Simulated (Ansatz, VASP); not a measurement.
Ti6H in VASP and in Ansatz

```xyz
14
Lattice="5.6639 0.0000 0.0000 0.0000 4.5793 0.0000 0.0000 0.0000 24.5507" Properties=species:S:1:pos:R:3 pbc="T T T"
Ti    1.4160    0.0000    4.0000
Ti    4.2480    0.0000    4.0000
Ti    0.0000    2.2897    5.3219
Ti    2.8320    2.2897    5.3219
Ti    1.4160    0.0000    6.6439
Ti    4.2480    0.0000    6.6439
Ti    1.4160    2.2897    7.9952
Ti    4.2480    2.2897    7.9952
Ti    0.0000    0.0000    9.2793
Ti    2.8320    0.0000    9.2793
Ti    1.4160    2.2897   10.5507
Ti    4.2480    2.2897   10.5507
H    -0.4595    0.0000   14.1507
H     0.4595    0.0000   14.1507
```

Alike in both runs: task single point; functional PBE; k mesh 5 × 6 × 1; occupations gaussian, width 0.1 eV; no spin polarisation.

|  | VASP | Ansatz |
| --- | --- | --- |
| version | VASP 6.6.1 | Ansatz 0.2.0 |
| potentials or method | VASP PAW PBE potentials, release 64 (Ti_sv, H), cutoff 520 eV | scalar-relativistic, plane waves, PAW |
| valence electrons in the cell | 146 | 146 |

|  | VASP | Ansatz | Ansatz less VASP |
| --- | --- | --- | --- |
| gap on the k mesh at the Fermi level (eV) | none | none | - |
| rms of the force components (eV/Å) | 0.775 | 0.774 | -0.0003 |

Atom by atom the forces differ by 0.004 eV/Å (rms over components). A gap of «none» marks a metal or a gap that the smearing closes.
